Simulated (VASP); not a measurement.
# TiO2 (P4_2nm) in VASP: further runs, part 2 of 2

VASP 6.6.1. Earlier steps stand in the parts before.

## (4) Single point, r2SCAN (all Ti atoms moved -0.250 Å, as atom 1 along Cartesian [0 0 1])

POSCAR

```
TiO2
1.0
    4.5967496901      0.0000000000      0.0000000000
    0.0000000000      4.5967496901      0.0000000000
    0.0000000000      0.0000000000      2.9536714147
Ti O
2 4
Direct
    0.0000000000      0.0000000000     -0.0846404237
    0.5000000000      0.5000000000      0.4153595763
    0.3046118010      0.3046118010      0.0000000000
    0.1953881990      0.8046118010      0.5000000000
    0.6953881990      0.6953881990      0.0000000000
    0.8046118010      0.1953881990      0.5000000000
```

INCAR.step1

```
PREC = Accurate ; ENCUT = 520
ISMEAR = 0 ; SIGMA = 0.05
LREAL = False ; LASPH = True
NELM = 100 ; NBANDS = 33
GGA = PE ; ALGO = Normal
EDIFF = 1E-4 ; LWAVE = True
LCHARG = False
```

INCAR.step2

```
PREC = Accurate ; ENCUT = 520
EDIFF = 1E-6 ; ISMEAR = 0
SIGMA = 0.05 ; LREAL = False
LASPH = True ; NELM = 100
ALGO = Normal ; ISIF = 2
LWAVE = False ; LCHARG = False
METAGGA = R2SCAN ; LMIXTAU = True
NBANDS = 33 ; ISTART = 1
```

KPOINTS

```
Automatic mesh
0
Gamma
  6 6 10
```

Potentials or basis: VASP PAW PBE potentials, release 64 (Ti_sv, O).

Run with:

```sh
> cat potpaw_PBE.64/Ti_sv/POTCAR potpaw_PBE.64/O/POTCAR > POTCAR
> cp INCAR.step1 INCAR
> mpirun -np 1 vasp_std > vasp.out
> cp INCAR.step2 INCAR
> mpirun -np 1 vasp_std > vasp.out
```

OUTCAR:

```text
PREC = Accurate
   ENCUT = 520
   EDIFF = 1E-6
   ISMEAR = 0
   LREAL = False
   LASPH = True
   NELM = 100
   ISIF = 2
   METAGGA = R2SCAN
   ISTART = 1

 ion  position               nearest neighbor table
   1  0.000  0.000  0.915-   4 1.77   6 1.77   5 2.00   3 2.00   4 2.14   6 2.14
   2  0.500  0.500  0.415-   3 1.77   5 1.77   4 2.00   6 2.00   3 2.14   5 2.14
   3  0.305  0.305  0.000-   2 1.77   1 2.00   2 2.14
   4  0.195  0.805  0.500-   1 1.77   2 2.00   1 2.14
   5  0.695  0.695  0.000-   2 1.77   1 2.00   2 2.14
   6  0.805  0.195  0.500-   1 1.77   2 2.00   1 2.14

  LATTYP: Found a simple tetragonal cell.
 ALAT       =     4.5967496901
 C/A-ratio  =     0.6425565049

  Lattice vectors:

 A1 = (   4.5967496901,   0.0000000000,   0.0000000000)
 A2 = (   0.0000000000,   4.5967496901,   0.0000000000)
 A3 = (   0.0000000000,   0.0000000000,   2.9536714147)

Analysis of symmetry for initial positions (statically):
=====================================================================
 Subroutine PRICEL returns:
 Original cell was already a primitive cell.

 Routine SETGRP: Setting up the symmetry group for a
 simple tetragonal supercell.

 Subroutine GETGRP returns: Found  8 space group operations
 (whereof  4 operations were pure point group operations)
 out of a pool of 16 trial point group operations.

The static configuration has the point symmetry C_2v.
 The point group associated with its full space group is C_4v.

Analysis of symmetry for dynamics (positions and initial velocities):
=====================================================================
 Subroutine PRICEL returns:
 Original cell was already a primitive cell.

 Routine SETGRP: Setting up the symmetry group for a
 simple tetragonal supercell.

 Subroutine GETGRP returns: Found  8 space group operations
[... 132 lines left out ...]
     AMIX_MAG =   1.60;   BMIX_MAG =  1.00
  volume/ion in A,a.u.               =      10.40        70.20
  Fermi-wavevector in a.u.,A,eV,Ry     =   1.499917  2.834432 30.609728  2.249752
  Thomas-Fermi vector in A             =   2.611485
   LORBIT       =      0    0 simple, 1 ext, 2 COOP (PROOUT), +10 PAW based schemes
   METAGGA = R2SCAN    functional components
   LHFCALC =     F    Hartree Fock is set to
   AEXX    =    0.0000 exact exchange contribution
   IVDW    =     0    specifies the selected vdW correction
   LEPSILON=     F    determine dielectric tensor
   LRPA    =     F    only Hartree local field effects (RPA)
 non-spin polarized calculation
 Gauss-broadening in eV      SIGMA  =   0.05
  energy-cutoff  :      520.00
  volume of cell :       62.41
 maximum number of plane-waves:      1698
 NGX is ok and might be reduce to    36
   NGX = 17   NGY = 17   NGZ = 11

 number of electron      48.0000021 magnetization

 Free energy of the ion-electron system (eV)
  ---------------------------------------------------
  ext. energy  EPLUGINS =         0.00000000
  ---------------------------------------------------
  free energy    TOTEN  =       -69.50044360 eV

  energy without entropy =      -69.50044360  energy(sigma->0) =      -69.50044360

 E-fermi :   4.4450     XC(G=0): -12.1102

 val. band max:        4.2247000812   @ k =   0.0000   0.0000   0.0000
 cond. band min:       7.1580738397   @ k =   0.5000   0.3333   0.5000
 fundamental gap:      2.9333737586
 Fermi energy:         4.4449830638

 k-point     1 :       0.0000    0.0000    0.0000
  band No.  band energies     occupation
      1     -54.2462      2.00000
      2     -54.2279      2.00000
      3     -29.6099      2.00000
      4     -29.6099      2.00000
      5     -29.4128      2.00000
      6     -29.3708      2.00000
[... 853 lines left out ...]
     32       9.9121      0.00000
     33      12.2202      0.00000

 [... further k-points ...]

------------------------ aborting loop because EDIFF is reached ----------------------------------------

  FORCE on cell =-STRESS in cart. coord.  units (eV):
  Direction    XX          YY          ZZ          XY          YZ          ZX
  --------------------------------------------------------------------------------------
  -------------------------------------------------------------------------------------
  Total        3.5061033      3.5061033      5.5798322      0.0000000      0.0000000      0.0000000
  in kB       90.0059865     90.0059865    143.2411603      0.0000000      0.0000000      0.0000000
  external PRESSURE =     107.7510444 kB  Pullay stress =       0.0000000 kB

 VOLUME and BASIS-vectors are now :
 -----------------------------------------------------------------------------
  energy-cutoff  :      520.00
  volume of cell :       62.41
      direct lattice vectors                 reciprocal lattice vectors
     4.596749690  0.000000000  0.000000000     0.217545019  0.000000000  0.000000000
     0.000000000  4.596749690  0.000000000     0.000000000  0.217545019  0.000000000
     0.000000000  0.000000000  2.953671415     0.000000000  0.000000000  0.338561695

 POSITION                                       TOTAL-FORCE (eV/Angst)
 -----------------------------------------------------------------------------------
      0.00000      0.00000      2.70367         0.000000      0.000000      1.857288
      2.29837      2.29837      1.22684         0.000000      0.000000      1.857288
      1.40022      1.40022      0.00000        -0.685273     -0.685273     -0.928644
      0.89815      3.69860      1.47684         0.685273     -0.685273     -0.928644
      3.19653      3.19653      0.00000         0.685273      0.685273     -0.928644
      3.69860      0.89815      1.47684        -0.685273      0.685273     -0.928644
 -----------------------------------------------------------------------------------
    total drift:                                0.000000      0.000000      0.001492

  FREE ENERGIE OF THE ION-ELECTRON SYSTEM (eV)
  ---------------------------------------------------
  free  energy   TOTEN  =       -69.5004436029 eV

  energy  without entropy=      -69.5004436029  energy(sigma->0) =      -69.50044360
```

OUTCAR.step1:

```text
PREC = Accurate
   ENCUT = 520
   ISMEAR = 0
   LREAL = False
   LASPH = True
[... 1103 lines left out ...]
      1.40022      1.40022      0.00000        -0.689547     -0.689547     -0.822754
      0.89815      3.69860      1.47684         0.689547     -0.689547     -0.822754
      3.19653      3.19653      0.00000         0.689547      0.689547     -0.822754
      3.69860      0.89815      1.47684        -0.689547      0.689547     -0.822754
 -----------------------------------------------------------------------------------
    total drift:                                0.000000      0.000000     -0.008854

  FREE ENERGIE OF THE ION-ELECTRON SYSTEM (eV)
  ---------------------------------------------------
  free  energy   TOTEN  =       -53.4093060147 eV

  energy  without entropy=      -53.4093060147  energy(sigma->0) =      -53.40930601
```

OSZICAR.step1:

```text
N       E                     dE             d eps       ncg     rms          rms(c)
DAV:   1     0.650465279794E+03    0.65047E+03   -0.23471E+04  3960   0.171E+03
DAV:   2     0.257811532037E+02   -0.62468E+03   -0.57504E+03  4376   0.515E+02
DAV:   3    -0.646285953540E+02   -0.90410E+02   -0.89002E+02  5336   0.187E+02
DAV:   4    -0.695786600773E+02   -0.49501E+01   -0.49405E+01  5848   0.416E+01
DAV:   5    -0.697461672253E+02   -0.16751E+00   -0.16749E+00  5084   0.641E+00    0.344E+01
DAV:   6    -0.537393531623E+02    0.16007E+02   -0.71380E+01  5364   0.921E+01    0.118E+01
DAV:   7    -0.536644780076E+02    0.74875E-01   -0.14335E+01  5018   0.358E+01    0.108E+01
DAV:   8    -0.533813954789E+02    0.28308E+00   -0.81192E-01  5002   0.102E+01    0.527E+00
DAV:   9    -0.534452569858E+02   -0.63862E-01   -0.52326E-01  5875   0.678E+00    0.215E+00
DAV:  10    -0.534240897718E+02    0.21167E-01   -0.25802E-01  4984   0.638E+00    0.102E+00
DAV:  11    -0.534090293812E+02    0.15060E-01   -0.42535E-02  5290   0.192E+00    0.130E-01
DAV:  12    -0.534092845823E+02   -0.25520E-03   -0.33154E-03  4557   0.445E-01    0.890E-02
DAV:  13    -0.534093060147E+02   -0.21432E-04   -0.83195E-04  4508   0.278E-01
   1 F= -.53409306E+02 E0= -.53409306E+02  d E =-.270086E-19
```

Wall time 5.7 min (1 thread of Intel Xeon Platinum 8488C (Sapphire Rapids), shared host); peak memory 0.24 GiB.

What came out:

| Quantity | Value |
| --- | --- |
| Free energy | -69.5004 eV |
| Pressure | 10.8 GPa |
| Largest force | 1.857 eV/Å |
| Band gap on the k mesh | 2.93 eV (least direct gap 3.40 eV) |

Forces on the atoms (eV/Å):
```
Ti   0.000  0.000  1.857
Ti   0.000  0.000  1.857
O   -0.685 -0.685 -0.929
O    0.685 -0.685 -0.929
O    0.685  0.685 -0.929
O   -0.685  0.685 -0.929
```

Caveat: the cell differs from its parent crystal (all Ti atoms moved -0.250 Å, as atom 1 along Cartesian [0 0 1]); the stress differs along the axes, from 9 to 14 GPa; the PAW data sets were made with another functional, which shifts forces and pressure a little. A k mesh can miss the band edges.

## (5) Single point, r2SCAN (all Ti atoms moved +0.438 Å, as atom 1 along Cartesian [0 0 1])

POSCAR: that of step 4 with these lines changed.

```diff
@@ -8,4 +8,4 @@
 Direct
-    0.0000000000      0.0000000000     -0.0846404237
-    0.5000000000      0.5000000000      0.4153595763
+    0.0000000000      0.0000000000      0.1481207415
+    0.5000000000      0.5000000000      0.6481207415
     0.3046118010      0.3046118010      0.0000000000
```

INCAR.step1

```
SYSTEM = TiO2
PREC = Accurate ; ENCUT = 520
ISMEAR = 0 ; SIGMA = 0.05
LREAL = .False. ; LASPH = .True.
NELM = 60 ; NBANDS = 33
GGA = PE ; ALGO = Normal
EDIFF = 1E-4 ; LWAVE = .True.
LCHARG = .False.
```

INCAR.step2

```
SYSTEM = TiO2
PREC = Accurate ; ENCUT = 520
EDIFF = 1E-6 ; ISMEAR = 0
SIGMA = 0.05 ; LREAL = .False.
LASPH = .True. ; NELM = 60
ALGO = Normal ; ISIF = 2
LWAVE = .False. ; LCHARG = .False.
METAGGA = R2SCAN ; LMIXTAU = .True.
NBANDS = 33 ; ISTART = 1
```

KPOINTS

```
regular mesh
0
Gamma
  6 6 10
  0 0 0
```

Run with:

```sh
> cat potpaw_PBE.64/Ti_sv/POTCAR potpaw_PBE.64/O/POTCAR > POTCAR
> cp INCAR.step1 INCAR
> mpirun -np 1 vasp_std > vasp.out
> cp INCAR.step2 INCAR
> mpirun -np 1 vasp_std > vasp.out
```

Run time: 5.2 min. Hardware: 1 thread of Intel Xeon Platinum 8488C (Sapphire Rapids), shared host; peak memory 0.24 GiB.

The run converged. Its results:

| Item | Value |
| --- | --- |
| Free energy | -67.9552 eV |
| Pressure | 31.9 GPa |
| Largest force | 7.014 eV/Å |
| Band gap on the k mesh | 4.06 eV |

Forces in eV/Å, atoms in the order of the input:
```
Ti   0.000  0.000 -7.014
Ti   0.000  0.000 -7.014
O   -2.635 -2.635  3.507
O    2.635 -2.635  3.507
O    2.635  2.635  3.507
O   -2.635  2.635  3.507
```

Stress tensor (GPa, compression positive):
```
27.95  0.00  0.00
 0.00 27.95  0.00
 0.00  0.00 39.80
```

Levels at points of the mesh, in eV from the valence-band top:
```csv
k point,band 20,band 21,band 22,band 23,band 24,band 25,band 26,band 27,band 28,band 29
"(0.00, 0.00, 0.00)",-1.61,-1.61,-0.70,-0.70,-0.01,4.82,5.39,5.39,5.66,5.73
"(0.50, 0.00, 0.00)",-1.68,-0.83,-0.83,-0.56,-0.56,4.42,4.42,5.85,5.85,6.47
"(0.50, 0.50, 0.00)",-1.92,-1.72,-1.72,-1.07,-1.07,5.38,5.38,5.86,5.86,6.24
"(0.00, 0.00, 0.50)",-2.32,-2.19,-2.19,-0.78,-0.78,5.43,5.43,5.71,5.71,5.72
"(0.50, 0.00, 0.50)",-2.19,-1.18,-1.18,-0.95,-0.95,4.45,4.45,5.60,5.60,6.21
"(0.50, 0.50, 0.50)",-1.75,-1.58,-0.69,0.00,0.00,4.06,5.20,5.22,5.22,5.75
```

Caveat: the cell differs from its parent crystal (all Ti atoms moved +0.438 Å, as atom 1 along Cartesian [0 0 1]); the stress differs along the axes, from 28 to 40 GPa; the PAW data sets were made with another functional, which shifts forces and pressure a little.

## (6) Summary

```csv
cell,gap on the mesh (eV),pressure (GPa),largest force (eV/Å)
"as given, atomic positions A",4.42,42.3,9.56
"as given, atomic positions B",3.59,23.3,4.87
"as given, atomic positions C",2.93,10.8,1.86
"as given, atomic positions D",4.06,31.9,7.01
```

Alike in all rows: task single point; level r2SCAN; potentials or basis VASP PAW PBE potentials, release 64 (Ti_sv, O); no spin polarisation; k mesh 6 × 6 × 10; cutoff (eV) 520; smearing gaussian 0.05 eV.

Caveats: the PAW data sets were made with another functional, which shifts forces and pressure a little; the stress differs along the axes, from 38 to 51 GPa (at least some runs); the stress differs along the axes, from 20 to 30 GPa (at least some runs); the stress differs along the axes, from 9 to 14 GPa (at least some runs); the stress differs along the axes, from 28 to 40 GPa (at least some runs).

Absolute energies hang on the potentials; compare differences alone.
